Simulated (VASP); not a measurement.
Write the native input for VASP 6.6.1 that does the following.

- Task: single point
- Functional: PBE
- Potentials or basis: VASP PAW PBE potentials, release 64 (Ge_d)
- Cutoff: 500 eV
- k mesh: 2 × 2 × 2
- Occupations: gaussian, width 0.1 eV
- Spin: no spin polarisation
- Dipole correction: no
- Further INCAR settings: ALGO = Normal; EDIFF = 1e-06; NBANDS = 21

The structure of Ge lies in POSCAR:

```
Ge
1.0
   -2.5678089937      2.5628812808      1.5546113712
    2.4651845979     -2.5748466081      1.3984319291
    2.5990202682      2.6042333239     -1.5766848669
Ge
2
Direct
    0.1859430000      0.9359430000      0.2500000000
    0.8140570000      0.0640570000      0.7500000000
```

The input as run:

INCAR

```
PREC     = Accurate       # precision mode
ENCUT    = 500            # plane-wave cutoff, eV
EDIFF    = 1E-6           # SCF threshold, eV
ISMEAR   = 0              # smearing method
SIGMA    = 0.1            # smearing width, eV
LREAL    = False          # projectors in reciprocal space
LASPH    = True           # aspherical terms in the spheres
NELM     = 120            # most SCF steps
ALGO     = Normal         # electronic algorithm
ISIF     = 2              # what is computed and relaxed
LWAVE    = False          # write WAVECAR
LCHARG   = False          # write CHGCAR
GGA      = PE             # functional
NBANDS   = 21             # bands
GGA_COMPAT= False
```

KPOINTS

```
regular mesh
0
Gamma
  2 2 2
```

Potentials or basis: VASP PAW PBE potentials, release 64 (Ge_d).

The run is started by

```sh
$ cat potpaw_PBE.64/Ge_d/POTCAR > POTCAR
$ mpirun -np 1 vasp_std > vasp.out
```

Results of the run:

```json
{
  "Pressure": "4.2 GPa",
  "Largest force": "0.796 eV/Å",
  "Band gap on the k mesh": "zero (band 14 reaches 7.42 eV, above the bottom of band 15 at 4.63 eV)"
}
```

Caveat: the k points lie up to 1.27 Å⁻¹ apart.

Wall time 5.8 s on 1 thread of Intel(R) Xeon(R) Platinum 8488C (Sapphire Rapids), with other jobs on the host, peak memory 0.16 GiB.
